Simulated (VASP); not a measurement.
Input of a VASP 6.6.1 run:

File INCAR:

```
SYSTEM = In2Te2O
ALGO = Normal
EDIFF = 1E-7
EDIFFG = -0.08
ENCUT = 600
GGA = PE
IBRION = 2
ISIF = 3
ISMEAR = 0
LASPH = .TRUE.
LCHARG = .FALSE.
LREAL = .FALSE.
LWAVE = .FALSE.
NELM = 100
NSW = 36
PREC = Accurate
SIGMA = 0.15
```

File KPOINTS:

```
k-points
0
G
  3 3 1
  0 0 0
```

File POSCAR:

```
In2Te2O
1.0
    4.1000000000      0.0000000000      0.0000000000
    0.0000000000      4.1000000000      0.0000000000
    0.0000000000      0.0000000000     14.6000000000
In Te O
4 4 2
Direct
    0.5000000000      0.0000000000      0.6300000000
    0.0000000000      0.5000000000      0.9100000000
    0.5000000000      0.0000000000      0.0900000000
    0.0000000000      0.5000000000      0.3700000000
    0.5000000000      0.0000000000      0.8100000000
    0.0000000000      0.5000000000      0.6200000000
    0.0000000000      0.5000000000      0.1900000000
    0.5000000000      0.0000000000      0.3800000000
    0.5000000000      0.5000000000      0.0000000000
    0.0000000000      0.0000000000      0.0000000000
```

Potentials or basis: VASP PAW PBE potentials, release 64 (In_d, Te, O).

Run with:

```console
$ cat potpaw_PBE.64/In_d/POTCAR potpaw_PBE.64/Te/POTCAR potpaw_PBE.64/O/POTCAR > POTCAR
$ mpirun -np 1 vasp_std > vasp.out
```

**Question.** Estimate the space group after relaxing (to 0.1 Å).

**Answer.** P4/nmm (No. 129).

**Question.** What does it give for the band gap on the k mesh?

**Answer.** Zero (bands 44 and 45 overlap by 0.17 eV).

**Question.** Estimate the relaxed volume.

**Answer.** 25.51 Å³/atom.

**Question.** Predict the relaxed cell.

**Answer.** a = 4.222 Å, b = 4.222 Å, c = 14.309 Å, α = 90.00°, β = 90.00°, γ = 90.00°.

Forces in eV/Å, atoms in the order of the input:
```
In   0.000  0.000  0.079
In   0.000  0.000 -0.062
In   0.000  0.000  0.062
In   0.000  0.000 -0.079
Te   0.000  0.000  0.008
Te   0.000  0.000  0.011
Te   0.000  0.000 -0.008
Te   0.000  0.000 -0.011
O    0.000  0.000  0.000
O    0.000  0.000  0.000
```

Caveat: the k points lie up to 0.50 Å⁻¹ apart in the final cell; spin-orbit coupling is left out, which moves the levels of the heavy elements; the relaxation stopped at a loose force limit of 0.08 eV/Å, so its end isn't a converged minimum.
